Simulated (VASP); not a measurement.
# Re (P6_3/mmc) in VASP: further runs, part 2 of 2

VASP 6.6.1. Earlier steps stand in the parts before.

### Step 3. Single point, PBE (13.61 Å³/atom)

This run uses another cell than the first one, of 13.61 Å³/atom.

File INCAR:

```
SYSTEM = Re
ALGO = Normal ; EDIFF = 1E-6
ENCUT = 520 ; GGA = PE
ISIF = 2 ; ISMEAR = 0
LASPH = .True. ; LCHARG = .False.
LREAL = .False. ; LWAVE = .False.
NBANDS = 14 ; NELM = 100
PREC = Accurate ; SIGMA = 0.1
```

File KPOINTS:

```
k-points
0
Gamma
  18 18 10
  0 0 0
```

File POSCAR:

```
Re
1.0
    2.6890101679      0.0000000000      0.0000000000
   -1.3445050840      2.3287511165      0.0000000000
    0.0000000000      0.0000000000      4.3453536578
Re
2
Direct
    0.3333333333      0.6666666667      0.2500000000
    0.6666666667      0.3333333333      0.7500000000
```

Potentials or basis: VASP PAW PBE potentials, release 64 (Re).

Command:

```sh
$ cat potpaw_PBE.64/Re/POTCAR > POTCAR
$ mpirun -np 1 vasp_std > vasp.out
```

Run time: 1.7 min. Hardware: 1 thread of Intel Xeon 8259CL, shared host; peak memory 0.2 GiB.

The run converged. Its results:

- Free energy: -24.5289 eV
- Pressure: 42.6 GPa
- Band gap on the k mesh: zero (bands 7 and 8 overlap by 3.67 eV)

Levels at points of the mesh, in eV from the Fermi level:
```csv
k point,band 3,band 4,band 5,band 6,band 7,band 8,band 9,band 10,band 11,band 12
"(0.00, 0.00, 0.00)",-1.80,-1.80,-1.80,-0.85,-0.85,0.20,0.20,0.81,3.74,3.74
"(0.50, 0.00, 0.00)",-5.84,-2.19,-1.73,-1.49,-0.64,4.48,4.93,5.08,6.80,7.84
"(0.00, 0.00, 0.50)",-2.61,-2.61,-1.93,-1.93,-1.93,-1.93,2.86,2.86,2.86,2.86
"(0.50, 0.00, 0.50)",-4.58,-4.58,0.42,0.42,1.12,1.12,4.83,4.83,5.34,5.34
```

Caveat: the cell stands under pressure; spin-orbit coupling is left out, which moves the levels of the heavy elements.

### Step 4. Single point, PBE (14.05 Å³/atom)

This run uses another cell than the first one, of 14.05 Å³/atom.

File INCAR:

```
SYSTEM = Re
ALGO = Fast
EDIFF = 1E-7
ENCUT = 520
GGA = PE
ISIF = 2
ISMEAR = 0
LASPH = .True.
LCHARG = .False.
LREAL = .False.
LWAVE = .False.
NBANDS = 14
NELM = 80
PREC = Accurate
SIGMA = 0.1
```

KPOINTS is that of step 3.

File POSCAR:

```
Re
1.0
    2.7182408294      0.0000000000      0.0000000000
   -1.3591204147      2.3540656118      0.0000000000
    0.0000000000      0.0000000000      4.3925894634
Re
2
Direct
    0.3333333333      0.6666666667      0.2500000000
    0.6666666667      0.3333333333      0.7500000000
```

Command:

```sh
$ cat potpaw_PBE.64/Re/POTCAR > POTCAR
$ mpirun -np 1 vasp_std > vasp.out
```

Run time: 2.3 min. Hardware: 1 thread of Intel Xeon 8259CL, shared host; peak memory 0.2 GiB.

It converged, with:

| Property | Result |
| --- | --- |
| Free energy | -24.7198 eV |
| Pressure | 25.8 GPa |
| Band gap on the k mesh | zero (bands 7 and 8 overlap by 3.45 eV) |

Levels at points of the mesh, in eV from the Fermi level:
```csv
k point,band 3,band 4,band 5,band 6,band 7,band 8,band 9,band 10,band 11,band 12
"(0.00, 0.00, 0.00)",-1.70,-1.69,-1.69,-0.79,-0.79,0.21,0.21,0.73,3.59,3.59
"(0.50, 0.00, 0.00)",-5.58,-2.07,-1.73,-1.44,-0.62,4.27,4.70,4.84,6.49,7.52
"(0.00, 0.00, 0.50)",-2.51,-2.51,-1.83,-1.83,-1.83,-1.83,2.73,2.73,2.73,2.73
"(0.50, 0.00, 0.50)",-4.36,-4.36,0.42,0.42,1.04,1.04,4.60,4.60,5.11,5.11
```

Caveat: the cell stands under pressure; spin-orbit coupling is left out, which moves the levels of the heavy elements.

### Step 5. Single point, PBE (14.50 Å³/atom)

This run uses another cell than the first one, of 14.50 Å³/atom.

File INCAR:

```
PREC = Accurate ; ENCUT = 520
EDIFF = 1E-6 ; ISMEAR = 0
SIGMA = 0.1 ; LREAL = F
LASPH = T ; NELM = 60
ALGO = Normal ; ISIF = 2
LWAVE = F ; LCHARG = F
GGA = PE ; NBANDS = 14
```

File KPOINTS:

```
regular mesh
0
Gamma
  18 18 10
```

File POSCAR:

```
Re
1.0
    2.7468559936      0.0000000000      0.0000000000
   -1.3734279968      2.3788470710      0.0000000000
    0.0000000000      0.0000000000      4.4388306454
Re
2
Direct
    0.3333333333      0.6666666667      0.2500000000
    0.6666666667      0.3333333333      0.7500000000
```

Potentials or basis: VASP PAW PBE potentials, release 64 (Re).

Command:

```sh
$ cat potpaw_PBE.64/Re/POTCAR > POTCAR
$ mpirun -np 1 vasp_std > vasp.out
```

OUTCAR:

```text
PREC = Accurate
   ENCUT = 520
   EDIFF = 1E-6
   ISMEAR = 0
   LREAL = F
   LASPH = T
   NELM = 60
   ISIF = 2
   GGA = PE

 ion  position               nearest neighbor table
   1  0.333  0.667  0.250-   2 2.73   2 2.73   2 2.73   2 2.73   2 2.73   2 2.73
   2  0.667  0.333  0.750-   1 2.73   1 2.73   1 2.73   1 2.73   1 2.73   1 2.73

  LATTYP: Found a hexagonal cell.
 ALAT       =     2.7468559936
 C/A-ratio  =     1.6159677303

  Lattice vectors:

[... 594 lines left out ...]

 [... further k-points ...]

------------------------ aborting loop because EDIFF is reached ----------------------------------------

  FORCE on cell =-STRESS in cart. coord.  units (eV):
  Direction    XX          YY          ZZ          XY          YZ          ZX
  --------------------------------------------------------------------------------------
  -------------------------------------------------------------------------------------
  Total        2.0928981      2.0928981      2.0790263      0.0000000     -0.0000000      0.0000000
  in kB      115.6079459    115.6079459    114.8416891      0.0000000     -0.0000000      0.0000000
  external PRESSURE =     115.3525270 kB  Pullay stress =       0.0000000 kB

 VOLUME and BASIS-vectors are now :
 -----------------------------------------------------------------------------
  energy-cutoff  :      520.00
  volume of cell :       29.00
      direct lattice vectors                 reciprocal lattice vectors
     2.746855994  0.000000000  0.000000000     0.364052576  0.210185853  0.000000000
    -1.373427997  2.378847071  0.000000000     0.000000000  0.420371705  0.000000000
     0.000000000  0.000000000  4.438830645     0.000000000  0.000000000  0.225284558

 POSITION                                       TOTAL-FORCE (eV/Angst)
 -----------------------------------------------------------------------------------
     -0.00000      1.58590      1.10971         0.000000      0.000000      0.000000
      1.37343      0.79295      3.32912        -0.000000     -0.000000      0.000000
 -----------------------------------------------------------------------------------
    total drift:                                0.000000     -0.000000     -0.000000

  FREE ENERGIE OF THE ION-ELECTRON SYSTEM (eV)
  ---------------------------------------------------
  free  energy   TOTEN  =       -24.8239070001 eV

  energy  without entropy=      -24.8157946705  energy(sigma->0) =      -24.81985084
```

It took 2.2 min on 1 thread of Intel Xeon 8259CL, shared host; peak memory 0.2 GiB.

Results:

- Free energy: -24.8239 eV
- Pressure: 11.5 GPa
- Band gap on the k mesh: zero (bands 7 and 8 overlap by 3.25 eV)

Stress tensor (GPa, compression positive):
```
11.56  0.00  0.00
 0.00 11.56  0.00
 0.00  0.00 11.48
```

Caveat: the cell stands under pressure; spin-orbit coupling is left out, which moves the levels of the heavy elements.

### Step 6. Overview

| cell | gap on the mesh (eV) | pressure (GPa) |
| --- | --- | --- |
| a = 2.659, b = 2.659, c = 4.297 Å, angles 90.0, 90.0, 120.0°, 2 atoms | none | 62.4 |
| a = 2.689, b = 2.689, c = 4.345 Å, angles 90.0, 90.0, 120.0°, 2 atoms | none | 42.6 |
| a = 2.718, b = 2.718, c = 4.393 Å, angles 90.0, 90.0, 120.0°, 2 atoms | none | 25.8 |
| a = 2.747, b = 2.747, c = 4.439 Å, angles 90.0, 90.0, 120.0°, 2 atoms | none | 11.5 |

Alike in all rows: task single point; level PBE; potentials or basis VASP PAW PBE potentials, release 64 (Re); no spin polarisation; k mesh 18 × 18 × 10; cutoff (eV) 520; smearing gaussian 0.1 eV.

Caveats: the cell stands under pressure; spin-orbit coupling is left out, which moves the levels of the heavy elements.

Total energies depend on the potentials used, so only differences within one code and one set of settings carry meaning.
